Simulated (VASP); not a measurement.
Here is a VASP 6.6.1 calculation.

The input INCAR:

```
SYSTEM = InSe
PREC = Accurate ; ENCUT = 520
EDIFF = 1E-6 ; ISMEAR = 0
SIGMA = 0.05 ; LREAL = .False.
LASPH = .True. ; NELM = 60
ALGO = Fast ; ISIF = 2
LWAVE = .False. ; LCHARG = .False.
GGA = PS ; NBANDS = 48
```

Contents of KPOINTS:

```
Automatic mesh
0
Gamma
  6 7 3
  0 0 0
```

File POSCAR:

```
InSe
1.0
    1.6051187225      0.0000000000     -4.2720903381
    0.0000000000      4.1105485099      0.0000000000
   11.1078054240      0.0000000000      1.6982463554
In Se
4 4
Direct
    0.6252671360      0.0000000000      0.3858026583
   -0.1747328640      0.5000000000      0.8858026583
   -0.2252671360      0.0000000000      0.6141973417
    0.5747328640      0.5000000000      0.1141973417
   -0.0755982824      0.0000000000      0.1547212196
    0.1244017176      0.5000000000      0.6547212196
    0.4755982824      0.0000000000      0.8452787804
    0.2755982824      0.5000000000      0.3452787804
```

Potentials or basis: VASP PAW PBE potentials, release 64 (In_d, Se).

Run with:

```console
$ cat potpaw_PBE.64/In_d/POTCAR potpaw_PBE.64/Se/POTCAR > POTCAR
$ mpirun -np 1 vasp_std > vasp.out
```

(1) Estimate the band gap on the k mesh.

(2) Predict the largest force.

## Answers

(1) zero (bands 38 and 39 overlap by 0.30 eV).

(2) 1.586 eV/Å.

Caveat: the cell differs from its parent crystal (the part above a cut slid along it); the PAW data sets were made with another functional, which shifts forces and pressure a little; spin-orbit coupling is left out, which moves the levels of the heavy elements.
